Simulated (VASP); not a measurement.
# CdF2 (Fm-3m) in VASP: further runs

Aim: see how the results for CdF2 move with the level of theory and the settings. Levels: BLYP, LDA, PBEsol. Tasks: relaxation of cell and atoms, single point.

Everything below comes from runs of VASP 6.6.1. Logs are shortened: lines on timing, memory, paths and dates and some standing lists are left out, and cuts for length are marked.

### Step 1. The cell of the first run

The structure is cubic, space group Fm-3m (No. 225). The conventional cell has a = 5.388 Å, b = 5.388 Å, c = 5.388 Å, α = 90.00°, β = 90.00°, γ = 90.00°. Within 3.1 Å of Cd (site symmetry m-3m) lie 8 F at 2.33 Å. Within 3.1 Å of F (site symmetry -43m) lie 4 Cd at 2.33 Å and 6 F at 2.69 Å.

### Step 2. Relaxation of cell and atoms, BLYP

INCAR reads:

```
PREC = Accurate
ENCUT = 600
EDIFF = 1E-7
ISMEAR = -1
SIGMA = 0.05
LREAL = F
LASPH = T
NELM = 120
ALGO = Normal
ISIF = 3
LWAVE = F
LCHARG = F
GGA = B5
ALDAX = 1.0
AGGAX = 1.0
AGGAC = 1.0
ALDAC = 0.0
IBRION = 2
NSW = 60
EDIFFG = -0.01
GGA_COMPAT = F
NELMIN = 4
```

KPOINTS reads:

```
regular mesh
0
Gamma
  9 9 9
```

POSCAR reads:

```
CdF2
1.0
    0.0000000000      2.6940000000      2.6940000000
    2.6940000000      0.0000000000      2.6940000000
    2.6940000000      2.6940000000      0.0000000000
Cd F
1 2
Direct
    0.0000000000      0.0000000000      0.0000000000
    0.7500000000      0.7500000000      0.7500000000
    0.2500000000      0.2500000000      0.2500000000
```

Potentials or basis: VASP PAW PBE potentials, release 64 (Cd_sv_GW, F).

Started as:

```console
> cat potpaw_PBE.64/Cd_sv_GW/POTCAR potpaw_PBE.64/F/POTCAR > POTCAR
> mpirun -np 1 vasp_std > vasp.out
```

OUTCAR:

```text
PREC = Accurate
   ENCUT = 600
   EDIFF = 1E-7
   ISMEAR = -1
   LREAL = F
   LASPH = T
   NELM = 120
   ISIF = 3
   GGA = B5
   IBRION = 2
   NSW = 60
   EDIFFG = -0.01
   NELMIN = 4

 ion  position               nearest neighbor table
   1  0.000  0.000  0.000-
   2  0.750  0.750  0.750-
   3  0.250  0.250  0.250-

  LATTYP: Found a face centered cubic cell.
 ALAT       =     5.3880000000

  Lattice vectors:

 A1 = (   0.0000000000,   2.6940000000,   2.6940000000)
 A2 = (   2.6940000000,   0.0000000000,   2.6940000000)
 A3 = (   2.6940000000,   2.6940000000,   0.0000000000)

Analysis of symmetry for initial positions (statically):
=====================================================================
 Subroutine PRICEL returns:
 Original cell was already a primitive cell.

 Routine SETGRP: Setting up the symmetry group for a
 face centered cubic supercell.

 Subroutine GETGRP returns: Found 48 space group operations
 (whereof 48 operations were pure point group operations)
 out of a pool of 48 trial point group operations.

The static configuration has the point symmetry O_h .

Analysis of symmetry for dynamics (positions and initial velocities):
=====================================================================
 Subroutine PRICEL returns:
 Original cell was already a primitive cell.

 Routine SETGRP: Setting up the symmetry group for a
 face centered cubic supercell.

 Subroutine GETGRP returns: Found 48 space group operations
 (whereof 48 operations were pure point group operations)
 out of a pool of 48 trial point group operations.

The dynamic configuration has the point symmetry O_h .

 Subroutine INISYM returns: Found 48 space group operations
 (whereof 48 operations are pure point group operations),
 and found     1 'primitive' translations

----------------------------------------------------------------------------------------

                                     Primitive cell

  volume of cell :      39.1041

  direct lattice vectors                    reciprocal lattice vectors
     0.000000000  2.694000000  2.694000000    -0.185597624  0.185597624  0.185597624
     2.694000000  0.000000000  2.694000000     0.185597624 -0.185597624  0.185597624
     2.694000000  2.694000000  0.000000000     0.185597624  0.185597624 -0.185597624

  length of vectors
     3.809891337  3.809891337  3.809891337     0.321464515  0.321464515  0.321464515

  position of ions in fractional coordinates (direct lattice)
     0.000000000  0.000000000  0.000000000
     0.750000000  0.750000000  0.750000000
[... 62 lines left out ...]
   number of dos      NEDOS =    301   number of ions     NIONS =      3
   total plane-waves  NPLWV =  27000
   dimension x,y,z NGX =    30 NGY =   30 NGZ =   30
   dimension x,y,z NGXF=    60 NGYF=   60 NGZF=   60
   ions per type =               1   2
   NGX,Y,Z   is equivalent  to a cutoff of  13.09, 13.09, 13.09 a.u.
   NGXF,Y,Z  is equivalent  to a cutoff of  26.18, 26.18, 26.18 a.u.
 SYSTEM =  unknown system
   PREC   = accura    normal or accurate (medium, high low for compatibility)
   ISTART =      0    job   : 0-new  1-cont  2-samecut
   ICHARG =      2    charge: 1-file 2-atom 10-const
   ISPIN  =      1    spin polarized calculation?
   LNONCOLLINEAR =      F non collinear calculations
   LSORBIT =      F    spin-orbit coupling
   LASPH  =      T    aspherical Exc in radial PAW
   ENCUT  =  600.0 eV  44.10 Ry    6.64 a.u.   7.61  7.61  7.61*2*pi/ulx,y,z
   NELM   =    120;   NELMIN=  4; NELMDL= -5     # of ELM steps
   EDIFF  = 0.1E-06   stopping-criterion for ELM
   LREAL  =      F    real-space projection
   EDIFFG = -.1E-01   stopping-criterion for IOM
   NSW    =     60    number of steps for IOM
   IBRION =      2    ionic relax: 0-MD 1-quasi-New 2-CG
   NFREE  =      1    steps in history (QN), initial steepest desc. (CG)
   ISIF   =      3    stress and relaxation
   ISYM   =      2    0-nonsym 1-usesym 2-fastsym
   POTIM  = 0.5000    time-step for ionic-motion
   TEBEG  =    0.0;   TEEND  =   0.0 temperature during run
   PSTRESS=    0.0 pullay stress
   NELECT =      34.0000    total number of electrons
   NUPDOWN=      -1.0000    fix difference up-down
   EMIN   =  10.00;   EMAX   =-10.00  energy-range for DOS
   EFERMI =   0.00;   METHOD = LEGACY
   ISMEAR =    -1;   SIGMA  =   0.05  broadening in eV -4-tet -1-fermi 0-gaus
   EFERMI_NEDOS =   21; number of points for ismear=-14 and -15
   IALGO  =     38    algorithm
   IMIX   =      4    mixing-type and parameters
     AMIX     =   0.40;   BMIX     =  1.00
     AMIX_MAG =   1.60;   BMIX_MAG =  1.00
  volume/ion in A,a.u.               =      13.03        87.96
  Fermi-wavevector in a.u.,A,eV,Ry     =   1.562525  2.952743 33.218397  2.441483
  Thomas-Fermi vector in A             =   2.665430
   LORBIT       =      0    0 simple, 1 ext, 2 COOP (PROOUT), +10 PAW based schemes
   GGA     = B5    functional components
   LHFCALC =     F    Hartree Fock is set to
   AEXX    =    0.0000 exact exchange contribution
   IVDW    =     0    specifies the selected vdW correction
   LEPSILON=     F    determine dielectric tensor
   LRPA    =     F    only Hartree local field effects (RPA)
 conjugate gradient relaxation of ions
 non-spin polarized calculation
  energy-cutoff  :      600.00
  volume of cell :       39.10
 maximum number of plane-waves:      1324
   NGX = 15   NGY = 15   NGZ = 15

--------------------------------------- Ionic step        1  -------------------------------------------

 number of electron      33.9999989 magnetization

 Free energy of the ion-electron system (eV)
  ---------------------------------------------------
  ext. energy  EPLUGINS =         0.00000000
  ---------------------------------------------------
  free energy    TOTEN  =       -10.39420524 eV

  energy without entropy =      -10.39420524  energy(sigma->0) =      -10.39420524

 E-fermi :   2.1400     XC(G=0): -10.2586

 val. band max:        0.8362417575   @ k =  -0.3333   0.4444   0.2222
 cond. band min:       4.0268124741   @ k =   0.0000   0.0000   0.0000
 fundamental gap:      3.1905707166
 Fermi energy:         2.1399680534

 k-point     1 :       0.0000    0.0000    0.0000
  band No.  band energies     occupation
      1     -97.1433      2.00000
      2     -58.4511      2.00000
      3     -58.4511      2.00000
      4     -58.4511      2.00000
      5     -19.8057      2.00000
      6     -18.7022      2.00000
[... 640 lines left out ...]
--------------------------------------- Ionic step        3  -------------------------------------------

 number of electron      33.9999983 magnetization

 Free energy of the ion-electron system (eV)
  ---------------------------------------------------
  ext. energy  EPLUGINS =         0.00000000
  ---------------------------------------------------
  free energy    TOTEN  =       -10.46029988 eV

  energy without entropy =      -10.46029988  energy(sigma->0) =      -10.46029988

 E-fermi :   1.3244     XC(G=0):  -9.8948

 val. band max:        0.1968709489   @ k =  -0.3333   0.4444   0.2222
 cond. band min:       3.1185833494   @ k =   0.0000   0.0000   0.0000
 fundamental gap:      2.9217124004
 Fermi energy:         1.3244302832

 k-point     1 :       0.0000    0.0000    0.0000
  band No.  band energies     occupation
      1     -97.9379      2.00000
      2     -59.2397      2.00000
      3     -59.2397      2.00000
      4     -59.2397      2.00000
      5     -20.0851      2.00000
      6     -19.1618      2.00000
[... 597 lines left out ...]
  FREE ENERGIE OF THE ION-ELECTRON SYSTEM (eV)
  ---------------------------------------------------
  free  energy   TOTEN  =       -10.4602998845 eV

  energy  without entropy=      -10.4602998845  energy(sigma->0) =      -10.46029988

 reached required accuracy - stopping structural energy minimisation
```

Wall time 80 s (1 thread of Intel Xeon 6975P-C (Granite Rapids), shared host); peak memory 0.2 GiB.

Results:

```
Free energy                           : -10.4603 eV
Relaxed volume                        : 13.98 Å³/atom
Relaxed cell                          : a = 3.900 Å, b = 3.900 Å, c = 3.900 Å, α = 60.00°, β = 60.00°, γ = 60.00°
Space group after relaxing (to 0.1 Å) : Fm-3m (No. 225)
Energy gained by relaxing             : 22.0 meV/atom
Ionic steps                           : 3
Pressure after relaxing               : 0.0 GPa
Band gap on the k mesh                : 2.92 eV (least direct gap 3.46 eV)
```

Step by step:
| step | energy change (eV) | largest force (eV/Å) | pressure (GPa) | volume (Å³) |
| --- | --- | --- | --- | --- |
| 1 | 0.0000 | 0.0000 | 7.91 | 39.10 |
| 2 | -0.0604 | 0.0000 | -1.99 | 42.86 |
| 3 | -0.0661 | 0.0000 | -0.01 | 41.94 |

Final structure:
```yaml
crystal:
  lattice:
    - [0.00000, 2.75769, 2.75769]
    - [2.75769, 0.00000, 2.75769]
    - [2.75769, 2.75769, 0.00000]
  atoms:
    - { symbol: Cd, position: [0.00000, 0.00000, 0.00000] }
    - { symbol: F, position: [0.75000, 0.75000, 0.75000] }
    - { symbol: F, position: [0.25000, 0.25000, 0.25000] }
```

Levels at points of the mesh, in eV from the valence-band top:
| k point | band 15 | band 16 | band 17 | band 18 | band 19 | band 20 |
| --- | --- | --- | --- | --- | --- | --- |
| (0.00, 0.00, 0.00) | -0.54 | -0.54 | -0.54 | 2.92 | 12.41 | 12.41 |

Caveat: the PAW data sets were made with another functional, which shifts forces and pressure a little; an odd mesh through Γ misses points on the zone boundary, where band edges can lie.

### Step 3. Single point, LDA (12.25 Å³/atom)

This run uses another cell than the first one, of 12.25 Å³/atom.

INCAR reads:

```
SYSTEM = CdF2
PREC = Accurate
ENCUT = 520
EDIFF = 1E-6
ISMEAR = -1
SIGMA = 0.05
LREAL = .False.
LASPH = .True.
NELM = 60
ALGO = Normal
ISIF = 2
LWAVE = .False.
LCHARG = .True.
GGA = CA
LELF = .True.
LVHAR = .True.
NBANDS = 20
```

KPOINTS reads:

```
regular mesh
0
Gamma
  9 9 9
  0 0 0
```

POSCAR reads:

```
CdF2
1.0
    0.0000000000      2.6390049769      2.6390049769
    2.6390049769      0.0000000000      2.6390049769
    2.6390049769      2.6390049769      0.0000000000
Cd F
1 2
Direct
    0.0000000000      0.0000000000      0.0000000000
    0.7500000000      0.7500000000      0.7500000000
    0.2500000000      0.2500000000      0.2500000000
```

Potentials or basis: VASP PAW LDA potentials, release 64 (Cd, F).

Started as:

```console
> cat potpaw_LDA.64/Cd/POTCAR potpaw_LDA.64/F/POTCAR > POTCAR
> mpirun -np 1 vasp_std > vasp.out
```

OUTCAR:

```text
SYSTEM = CdF2
   PREC = Accurate
   ENCUT = 520
   EDIFF = 1E-6
   ISMEAR = -1
   LREAL = .False.
   LASPH = .True.
   NELM = 60
   ISIF = 2
   GGA = CA

 ion  position               nearest neighbor table
   1  0.000  0.000  0.000-   2 2.29   2 2.29   2 2.29   2 2.29   3 2.29   3 2.29   3 2.29   3 2.29

   2  0.750  0.750  0.750-   1 2.29   1 2.29   1 2.29   1 2.29
   3  0.250  0.250  0.250-   1 2.29   1 2.29   1 2.29   1 2.29

  LATTYP: Found a face centered cubic cell.
 ALAT       =     5.2780099538

  Lattice vectors:

 A1 = (   0.0000000000,   2.6390049769,   2.6390049769)
 A2 = (   2.6390049769,   0.0000000000,   2.6390049769)
 A3 = (   2.6390049769,   2.6390049769,   0.0000000000)

Analysis of symmetry for initial positions (statically):
=====================================================================
 Subroutine PRICEL returns:
 Original cell was already a primitive cell.

 Routine SETGRP: Setting up the symmetry group for a
 face centered cubic supercell.

 Subroutine GETGRP returns: Found 48 space group operations
 (whereof 48 operations were pure point group operations)
 out of a pool of 48 trial point group operations.

[... 161 lines left out ...]
  energy without entropy =      -12.72813388  energy(sigma->0) =      -12.72813388

 E-fermi :  -0.0875     XC(G=0): -11.4655

 val. band max:       -1.1833857589   @ k =  -0.3333   0.4444   0.2222
 cond. band min:       1.8596112650   @ k =   0.0000   0.0000   0.0000
 fundamental gap:      3.0429970239
 Fermi energy:        -0.0874759246

 k-point     1 :       0.0000    0.0000    0.0000
  band No.  band energies     occupation
      1     -21.9835      2.00000
      2     -20.6043      2.00000
      3      -7.0440      2.00000
      4      -7.0440      2.00000
      5      -7.0440      2.00000
      6      -5.4681      2.00000
[... 541 lines left out ...]
     19      18.7516      0.00000
     20      20.1059      0.00000

 [... further k-points ...]

------------------------ aborting loop because EDIFF is reached ----------------------------------------

  FORCE on cell =-STRESS in cart. coord.  units (eV):
  Direction    XX          YY          ZZ          XY          YZ          ZX
  --------------------------------------------------------------------------------------
  -------------------------------------------------------------------------------------
  Total        0.6231820      0.6231820      0.6231820      0.0000000      0.0000000     -0.0000000
  in kB       27.1628212     27.1628212     27.1628212      0.0000000      0.0000000     -0.0000000
  external PRESSURE =      27.1628212 kB  Pullay stress =       0.0000000 kB

 VOLUME and BASIS-vectors are now :
 -----------------------------------------------------------------------------
  energy-cutoff  :      520.00
  volume of cell :       36.76
      direct lattice vectors                 reciprocal lattice vectors
     0.000000000  2.639004977  2.639004977    -0.189465349  0.189465349  0.189465349
     2.639004977  0.000000000  2.639004977     0.189465349 -0.189465349  0.189465349
     2.639004977  2.639004977  0.000000000     0.189465349  0.189465349 -0.189465349

 POSITION                                       TOTAL-FORCE (eV/Angst)
 -----------------------------------------------------------------------------------
      0.00000      0.00000      0.00000         0.000000     -0.000000      0.000000
      3.95851      3.95851      3.95851         0.000000      0.000000      0.000000
      1.31950      1.31950      1.31950        -0.000000     -0.000000     -0.000000
 -----------------------------------------------------------------------------------
    total drift:                                0.000000      0.000000      0.000000

  FREE ENERGIE OF THE ION-ELECTRON SYSTEM (eV)
  ---------------------------------------------------
  free  energy   TOTEN  =       -12.7281338811 eV

  energy  without entropy=      -12.7281338811  energy(sigma->0) =      -12.72813388
```

stdout:

```text
POSCAR found type information on POSCAR CdF
 POSCAR found :  2 types and       3 ions
 scaLAPACK will be used
 LDA part: xc-table for (Slater(with rela. corr.)+CA(PZ))
 , standard interpolation
 POSCAR, INCAR and KPOINTS ok, starting setup
 FFT: planning ... GRIDC
 FFT: planning ... GRID_SOFT
 FFT: planning ... GRID
 WAVECAR not read
 entering main loop
```

It took 40 s on 1 thread of Intel Xeon 8259CL, shared host; peak memory 0.15 GiB.

What came out:

- Free energy: -12.7281 eV
- Pressure: 2.7 GPa
- Band gap on the k mesh: 3.04 eV (least direct gap 3.41 eV)

Levels at points of the mesh, in eV from the valence-band top:
```csv
k point,band 10,band 11,band 12,band 13,band 14,band 15,band 16,band 17
"(0.00, 0.00, 0.00)",-1.15,-0.37,-0.37,-0.37,3.04,12.61,12.61,12.61
```

Caveat: an odd mesh through Γ misses points on the zone boundary, where band edges can lie.

### Step 4. Single point, PBEsol (12.25 Å³/atom)

This run uses another cell than the first one, of 12.25 Å³/atom.

INCAR reads:

```
SYSTEM = CdF2
  PREC = Accurate
  ENCUT = 520
  EDIFF = 1E-7
  ISMEAR = -1
  SIGMA = 0.05
  LREAL = .FALSE.
  LASPH = .TRUE.
  NELM = 60
  ALGO = Normal
  ISIF = 2
  LWAVE = .FALSE.
  LCHARG = .FALSE.
  GGA = PS
  NBANDS = 20
```

KPOINTS reads:

```
regular mesh
0
G
  9 9 9
  0 0 0
```

POSCAR is that of step 3.

Potentials or basis: VASP PAW PBE potentials, release 64 (Cd, F).

Started as:

```console
> cat potpaw_PBE.64/Cd/POTCAR potpaw_PBE.64/F/POTCAR > POTCAR
> mpirun -np 1 vasp_std > vasp.out
```

Run time: 60 s. Hardware: 1 thread of Intel Xeon 8259CL, shared host; peak memory 0.17 GiB.

It converged, with:

```yaml
Free_energy: -11.5244 eV
Pressure: 8.6 GPa
Band_gap_on_the_k_mesh: 3.14 eV (least direct gap 3.52 eV)
```

Levels at points of the mesh, in eV from the valence-band top:
| k point | band 10 | band 11 | band 12 | band 13 | band 14 | band 15 | band 16 | band 17 |
| --- | --- | --- | --- | --- | --- | --- | --- | --- |
| (0.00, 0.00, 0.00) | -1.14 | -0.37 | -0.37 | -0.37 | 3.14 | 12.80 | 12.80 | 12.80 |

Caveat: the cell stands under pressure; the PAW data sets were made with another functional, which shifts forces and pressure a little; an odd mesh through Γ misses points on the zone boundary, where band edges can lie.

### Step 5. Overview

| task | level | potentials or basis | cell | cutoff (eV) | gap on the mesh (eV) | pressure (GPa) |
| --- | --- | --- | --- | --- | --- | --- |
| relaxation of cell and atoms | BLYP | VASP PAW PBE potentials, release 64 (Cd_sv_GW, F) | relaxed from a = 3.810 Å, angles 60.0°, 3 atoms | 600 | 2.92 | 0.0 |
| single point | LDA | VASP PAW LDA potentials, release 64 (Cd, F) | a = 3.732 Å, angles 60.0°, 3 atoms | 520 | 3.04 | 2.7 |
| single point | PBEsol | VASP PAW PBE potentials, release 64 (Cd, F) | a = 3.732 Å, angles 60.0°, 3 atoms | 520 | 3.14 | 8.6 |

Alike in all rows: no spin polarisation; k mesh 9 × 9 × 9; smearing fermi-dirac 0.05 eV.

Caveats: an odd mesh through Γ misses points on the zone boundary, where band edges can lie; the PAW data sets were made with another functional, which shifts forces and pressure a little (at least some runs); the cell stands under pressure (at least some runs).

Total energies depend on the potentials used, so only differences within one code and one set of settings carry meaning.
